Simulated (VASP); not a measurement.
# ZrB2 (P6/mmm) in VASP: further runs, part 2 of 2

VASP 6.6.1.

### 3 Electric field gradients, LDA (equal xx and yy strain of -1 %)

File INCAR:

```
ALGO = Normal
EDIFF = 1E-8
ENCUT = 520
GGA = CA
ISIF = 2
ISMEAR = -1
LASPH = T
LCHARG = F
LEFG = T
LREAL = F
LWAVE = F
NBANDS = 16
NELM = 60
PREC = Accurate
SIGMA = 0.05
```

File KPOINTS:

```
k-points
0
Gamma
  12 12 9
```

File POSCAR:

```
ZrB2
1.0
    3.1333498272      0.0000000000      0.0000000000
   -1.5666749137      2.7135605494      0.0000000000
    0.0000000000      0.0000000000      3.5200000000
Zr B
1 2
Direct
    0.0000000000      0.0000000000      0.0000000000
    0.3333333333      0.6666666667      0.5000000000
    0.6666666667      0.3333333333      0.5000000000
```

Potentials or basis: VASP PAW LDA potentials, release 64 (Zr_sv, B).

Command:

```console
cat potpaw_LDA.64/Zr_sv/POTCAR potpaw_LDA.64/B/POTCAR > POTCAR
mpirun -np 1 vasp_std > vasp.out
```

OUTCAR:

```text
EDIFF = 1E-8
   ENCUT = 520
   GGA = CA
   ISIF = 2
   ISMEAR = -1
   LASPH = T
   LREAL = F
   NELM = 60
   PREC = Accurate

 ion  position               nearest neighbor table
   1  0.000  0.000  0.000-   2 2.52   3 2.52   2 2.52   3 2.52   3 2.52   3 2.52   2 2.52   2 2.52
                             3 2.52   3 2.52   2 2.52   2 2.52
   2  0.333  0.667  0.500-   3 1.81   3 1.81   3 1.81   1 2.52   1 2.52   1 2.52   1 2.52   1 2.52
                             1 2.52
   3  0.667  0.333  0.500-   2 1.81   2 1.81   2 1.81   1 2.52   1 2.52   1 2.52   1 2.52   1 2.52
                             1 2.52

  LATTYP: Found a hexagonal cell.
 ALAT       =     3.1333498272
 C/A-ratio  =     1.1233983418

  Lattice vectors:

 A1 = (   3.1333498272,   0.0000000000,   0.0000000000)
 A2 = (  -1.5666749137,   2.7135605494,   0.0000000000)
 A3 = (   0.0000000000,   0.0000000000,   3.5200000000)

Analysis of symmetry for initial positions (statically):
=====================================================================
 Subroutine PRICEL returns:
 Original cell was already a primitive cell.

 Routine SETGRP: Setting up the symmetry group for a
 hexagonal supercell.

 Subroutine GETGRP returns: Found 24 space group operations
 (whereof 24 operations were pure point group operations)
 out of a pool of 24 trial point group operations.

The static configuration has the point symmetry D_6h.

Analysis of symmetry for dynamics (positions and initial velocities):
=====================================================================
 Subroutine PRICEL returns:
[... 608 lines left out ...]
      4     -15.4272      2.00000
      5       0.1581      2.00000
      6       4.3480      2.00000
[... 8 lines left out ...]
     15      18.6566      0.00000
     16      21.6632      0.00000

 [... further k-points ...]

------------------------ aborting loop because EDIFF is reached ----------------------------------------

  FORCE on cell =-STRESS in cart. coord.  units (eV):
  Direction    XX          YY          ZZ          XY          YZ          ZX
  --------------------------------------------------------------------------------------
  -------------------------------------------------------------------------------------
  Total       -0.1652398     -0.1652398     -0.6708939      0.0000000     -0.0000000      0.0000000
  in kB       -8.8457420     -8.8457420    -35.9147925      0.0000000     -0.0000000      0.0000000
  external PRESSURE =     -17.8687589 kB  Pullay stress =       0.0000000 kB

 VOLUME and BASIS-vectors are now :
 -----------------------------------------------------------------------------
  energy-cutoff  :      520.00
  volume of cell :       29.93
      direct lattice vectors                 reciprocal lattice vectors
     3.133349827  0.000000000  0.000000000     0.319147256  0.184259754  0.000000000
    -1.566674914  2.713560549  0.000000000     0.000000000  0.368519509  0.000000000
     0.000000000  0.000000000  3.520000000     0.000000000  0.000000000  0.284090909

 POSITION                                       TOTAL-FORCE (eV/Angst)
 -----------------------------------------------------------------------------------
      0.00000      0.00000      0.00000        -0.000000      0.000000      0.000000
     -0.00000      1.80904      1.76000        -0.000000      0.000000      0.000000
      1.56667      0.90452      1.76000         0.000000      0.000000      0.000000
 -----------------------------------------------------------------------------------
    total drift:                               -0.000000      0.000000     -0.000000

  FREE ENERGIE OF THE ION-ELECTRON SYSTEM (eV)
  ---------------------------------------------------
  free  energy   TOTEN  =       -27.4834269651 eV

  energy  without entropy=      -27.4814928441  energy(sigma->0) =      -27.48245990

 Electric field gradients (V/A^2)
---------------------------------------------------------------------
 ion       V_xx      V_yy      V_zz      V_xy      V_xz      V_yz
---------------------------------------------------------------------
   1     -23.225   -23.226    46.451    -0.000    -0.000     0.000
   2      -1.164    -1.164     2.329    -0.000     0.000     0.000
   3      -1.164    -1.164     2.329    -0.000     0.000    -0.000
---------------------------------------------------------------------

 Electric field gradients after diagonalization (V/A^2)
 (convention: |V_zz| > |V_xx| > |V_yy|)
----------------------------------------------------------------------
 ion       V_xx      V_yy      V_zz     asymmetry (V_yy - V_xx)/ V_zz
----------------------------------------------------------------------
   1     -23.226   -23.225    46.451       0.000
   2      -1.164    -1.164     2.329       0.000
   3      -1.164    -1.164     2.329       0.000
----------------------------------------------------------------------

           NMR quadrupolar parameters

 Cq : quadrupolar parameter    Cq=e*Q*V_zz/h
 eta: asymmetry parameters     (V_yy - V_xx)/ V_zz
 Q  : nuclear electric quadrupole moment in mb (millibarn)
----------------------------------------------------------------------
 ion       Cq(MHz)       eta       Q (mb)
----------------------------------------------------------------------
   1       0.112       0.000       1.000
   2       0.006       0.000       1.000
   3       0.006       0.000       1.000
----------------------------------------------------------------------
```

stdout:

```text
POSCAR found type information on POSCAR ZrB
 POSCAR found :  2 types and       3 ions
 scaLAPACK will be used
 LDA part: xc-table for (Slater(with rela. corr.)+CA(PZ))
 , standard interpolation
 POSCAR, INCAR and KPOINTS ok, starting setup
 FFT: planning ... GRIDC
 FFT: planning ... GRID_SOFT
 FFT: planning ... GRID
 WAVECAR not read
 entering main loop
ion   1

ion   2

ion   3
```

Run time: 28 s. Hardware: 1 thread of Intel Xeon Platinum 8259CL at 2.50GHz (Skylake/Cascade Lake), shared host; peak memory 0.16 GiB.

What came out:

| Item | Value |
| --- | --- |
| Free energy | -27.4834 eV |
| Pressure | -1.8 GPa |
| Band gap on the k mesh | zero (band 9 reaches 11.57 eV, above the bottom of band 10 at 10.19 eV) |

Levels at points of the mesh, in eV from the Fermi level:
```csv
k point,band 6,band 7,band 8,band 9,band 10,band 11,band 12,band 13
"(0.00, 0.00, 0.00)",-2.74,-2.69,-2.69,-2.41,3.43,3.43,4.15,4.15
"(0.50, 0.00, 0.00)",-8.40,-4.09,-3.11,-2.82,2.21,2.28,5.08,5.12
```

Electric field gradients, principal values (V/Å²):
```
atom    least   middle  greatest (by size)
1 Zr  -23.225  -23.226              46.451
 2 B   -1.164   -1.164               2.329
 3 B   -1.164   -1.164               2.329
```

Caveat: the cell differs from its parent crystal (equal xx and yy strain of -1 %); without QUAD_EFG the Cq values of the log hold for a quadrupole moment of 1 mb, not for the nuclei.

### 4 Electric field gradients, LDA (zz strain of -1 %)

File INCAR:

```
SYSTEM = ZrB2
  ALGO = Normal
  EDIFF = 1E-8
  ENCUT = 520
  ISIF = 2
  ISMEAR = -1
  LASPH = .True.
  LCHARG = .False.
  LEFG = .True.
  LREAL = .False.
  LWAVE = .False.
  NBANDS = 16
  NELM = 60
  PREC = Accurate
  SIGMA = 0.05
```

File KPOINTS:

```
k-points
0
Gamma
  12 12 9
  0 0 0
```

File POSCAR:

```
ZrB2
1.0
    3.1649998255      0.0000000000      0.0000000000
   -1.5824999128      2.7409702519      0.0000000000
    0.0000000000      0.0000000000      3.4848000000
Zr B
1 2
Direct
    0.0000000000      0.0000000000      0.0000000000
    0.3333333333      0.6666666667      0.5000000000
    0.6666666667      0.3333333333      0.5000000000
```

Potentials or basis: VASP PAW LDA potentials, release 64 (Zr_sv, B).

Command:

```console
cat potpaw_LDA.64/Zr_sv/POTCAR potpaw_LDA.64/B/POTCAR > POTCAR
mpirun -np 1 vasp_std > vasp.out
```

OUTCAR:

```text
SYSTEM = ZrB2
   EDIFF = 1E-8
   ENCUT = 520
   ISIF = 2
   ISMEAR = -1
   LASPH = .True.
   LREAL = .False.
   NELM = 60
   PREC = Accurate

 ion  position               nearest neighbor table
   1  0.000  0.000  0.000-   2 2.52   3 2.52   2 2.52   3 2.52   3 2.52   3 2.52   2 2.52   2 2.52
                             3 2.52   3 2.52   2 2.52   2 2.52
   2  0.333  0.667  0.500-   3 1.83   3 1.83   3 1.83   1 2.52   1 2.52   1 2.52   1 2.52   1 2.52
                             1 2.52
   3  0.667  0.333  0.500-   2 1.83   2 1.83   2 1.83   1 2.52   1 2.52   1 2.52   1 2.52   1 2.52
                             1 2.52

  LATTYP: Found a hexagonal cell.
 ALAT       =     3.1649998255
 C/A-ratio  =     1.1010427147
[... 683 lines left out ...]
 ion       V_xx      V_yy      V_zz      V_xy      V_xz      V_yz
---------------------------------------------------------------------
   1     -21.761   -21.762    43.523    -0.000     0.000     0.000
   2      -0.602    -0.602     1.205    -0.000     0.000    -0.000
   3      -0.602    -0.602     1.205    -0.000     0.000     0.000
---------------------------------------------------------------------

 Electric field gradients after diagonalization (V/A^2)
 (convention: |V_zz| > |V_xx| > |V_yy|)
----------------------------------------------------------------------
 ion       V_xx      V_yy      V_zz     asymmetry (V_yy - V_xx)/ V_zz
----------------------------------------------------------------------
   1     -21.762   -21.761    43.523       0.000
   2      -0.602    -0.602     1.205       0.000
   3      -0.602    -0.602     1.205       0.000
----------------------------------------------------------------------

           NMR quadrupolar parameters

 Cq : quadrupolar parameter    Cq=e*Q*V_zz/h
 eta: asymmetry parameters     (V_yy - V_xx)/ V_zz
 Q  : nuclear electric quadrupole moment in mb (millibarn)
----------------------------------------------------------------------
 ion       Cq(MHz)       eta       Q (mb)
----------------------------------------------------------------------
   1       0.105       0.000       1.000
   2       0.003       0.000       1.000
   3       0.003       0.000       1.000
----------------------------------------------------------------------
```

OSZICAR:

```text
N       E                     dE             d eps       ncg     rms          rms(c)
DAV:   1     0.101384834665E+03    0.10138E+03   -0.97580E+03  3040   0.113E+03
DAV:   2    -0.260316710416E+02   -0.12742E+03   -0.12269E+03  4024   0.291E+02
DAV:   3    -0.301706386371E+02   -0.41390E+01   -0.41229E+01  4656   0.453E+01
DAV:   4    -0.302330140507E+02   -0.62375E-01   -0.62370E-01  3696   0.520E+00
DAV:   5    -0.302341583723E+02   -0.11443E-02   -0.11443E-02  4520   0.512E-01    0.226E+01
DAV:   6    -0.275337098736E+02    0.27004E+01   -0.59796E+00  3960   0.164E+01    0.905E+00
DAV:   7    -0.274797668991E+02    0.53943E-01   -0.63330E-01  4168   0.492E+00    0.339E+00
DAV:   8    -0.274801907215E+02   -0.42382E-03   -0.10816E-01  3712   0.266E+00    0.394E-01
DAV:   9    -0.274753936393E+02    0.47971E-02   -0.22058E-02  3736   0.114E+00    0.182E-01
DAV:  10    -0.274750918475E+02    0.30179E-03   -0.15129E-03  3592   0.352E-01    0.424E-02
DAV:  11    -0.274750967158E+02   -0.48683E-05   -0.58470E-05  4088   0.707E-02    0.110E-02
DAV:  12    -0.274750957060E+02    0.10098E-05   -0.32461E-06  3680   0.161E-02    0.622E-03
DAV:  13    -0.274750954511E+02    0.25490E-06   -0.51243E-07  4800   0.623E-03    0.122E-03
DAV:  14    -0.274750954551E+02   -0.39543E-08   -0.22012E-08  3272   0.136E-03
   1 F= -.27475095E+02 E0= -.27474097E+02  d E =-.199678E-02
```

stdout:

```text
POSCAR found type information on POSCAR ZrB
 POSCAR found :  2 types and       3 ions
 scaLAPACK will be used
 LDA part: xc-table for (Slater(with rela. corr.)+CA(PZ))
 , standard interpolation
 POSCAR, INCAR and KPOINTS ok, starting setup
 FFT: planning ... GRIDC
 FFT: planning ... GRID_SOFT
 FFT: planning ... GRID
 WAVECAR not read
 entering main loop
ion   1

ion   2

ion   3
```

Wall time 28 s (1 thread of Intel Xeon Platinum 8259CL at 2.50GHz (Skylake/Cascade Lake), shared host); peak memory 0.16 GiB.

What came out:

- Free energy: -27.4751 eV
- Pressure: -4.5 GPa
- Band gap on the k mesh: zero (band 9 reaches 11.32 eV, above the bottom of band 10 at 10.16 eV)

Electric field gradients, principal values (V/Å²):
```csv
atom,least,middle,greatest (by size)
1 Zr,-21.761,-21.762,43.523
2 B,-0.602,-0.602,1.205
3 B,-0.602,-0.602,1.205
```

Caveat: the cell differs from its parent crystal (zz strain of -1 %); without QUAD_EFG the Cq values of the log hold for a quadrupole moment of 1 mb, not for the nuclei.
